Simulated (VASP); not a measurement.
Set up this calculation in VASP 6.6.1, as the native input.

```yaml
Task: single point
Functional: HSE06
Potentials_or_basis: VASP PAW PBE potentials, release 64 (B, N)
Cutoff: 520 eV
k_mesh: 6 × 6 × 6
Occupations: gaussian, width 0.01 eV
Spin: no spin polarisation
Dipole_correction: no
Grid_for_exact_exchange_PRECFOCK: Normal
Further_INCAR_settings: ALGO = Normal; EDIFF = 1e-06; NBANDS = 11
Screening_parameter: 0.2079 1/Å
```

BN:

```
CELL_PARAMETERS angstrom
0.00000 1.74583 1.74583
1.74583 0.00000 1.74583
1.74583 1.74583 0.00000
ATOMIC_POSITIONS crystal
B 0.00000 0.00000 0.00000
N 0.50000 0.50000 0.50000
```

One way to write it, as run:

POSCAR

```
BN
1.0
    0.0000000000      1.7458259350      1.7458259350
    1.7458259350      0.0000000000      1.7458259350
    1.7458259350      1.7458259350      0.0000000000
B N
1 1
Direct
    0.0000000000      0.0000000000      0.0000000000
    0.5000000000      0.5000000000      0.5000000000
```

INCAR.step1

```
SYSTEM = BN
ALGO     = Normal         ! electronic algorithm
EDIFF    = 1E-5           ! SCF threshold, eV
ENCUT    = 520            ! plane-wave cutoff, eV
GGA      = PE             ! functional
ISIF     = 2              ! what is computed and relaxed
ISMEAR   = 0              ! smearing method
LASPH    = .True.         ! aspherical terms in the spheres
LCHARG   = .False.        ! write CHGCAR
LREAL    = .False.        ! projectors in reciprocal space
LWAVE    = .True.         ! write WAVECAR
NBANDS   = 11             ! bands
NELM     = 80             ! most SCF steps
PREC     = Accurate       ! precision mode
SIGMA    = 0.01           ! smearing width, eV
```

INCAR.step2

```
SYSTEM = BN
ALGO     = Normal         ! electronic algorithm
EDIFF    = 1E-6           ! SCF threshold, eV
ENCUT    = 520            ! plane-wave cutoff, eV
GGA      = PE             ! functional
HFSCREEN = 0.2079         ! screening, 1/A
ISIF     = 2              ! what is computed and relaxed
ISMEAR   = 0              ! smearing method
ISTART   = 1            
LASPH    = .True.         ! aspherical terms in the spheres
LCHARG   = .False.        ! write CHGCAR
LHFCALC  = .True.         ! exact exchange
LREAL    = .False.        ! projectors in reciprocal space
LWAVE    = .False.        ! write WAVECAR
NBANDS   = 11             ! bands
NELM     = 80             ! most SCF steps
PREC     = Accurate       ! precision mode
PRECFOCK = Normal       
SIGMA    = 0.01           ! smearing width, eV
```

KPOINTS

```
k-points
0
Gamma
  6 6 6
  0 0 0
```

Potentials or basis: VASP PAW PBE potentials, release 64 (B, N).

Run with:

```bash
$ cat potpaw_PBE.64/B/POTCAR potpaw_PBE.64/N/POTCAR > POTCAR
$ cp INCAR.step1 INCAR
$ mpirun -np 1 vasp_std > vasp.out
$ cp INCAR.step2 INCAR
$ mpirun -np 1 vasp_std > vasp.out
```

Results of the run:

- Pressure: -8.2 GPa
- Band gap on the k mesh: 2.17 eV, indirect (least direct gap 7.23 eV)

Caveat: the k points lie up to 0.52 Å⁻¹ apart; the PAW data sets were made with another functional, which shifts forces and pressure a little.

It took 120 s on 1 thread of Intel Xeon 6975P-C (shared host), peak memory 0.22 GiB.
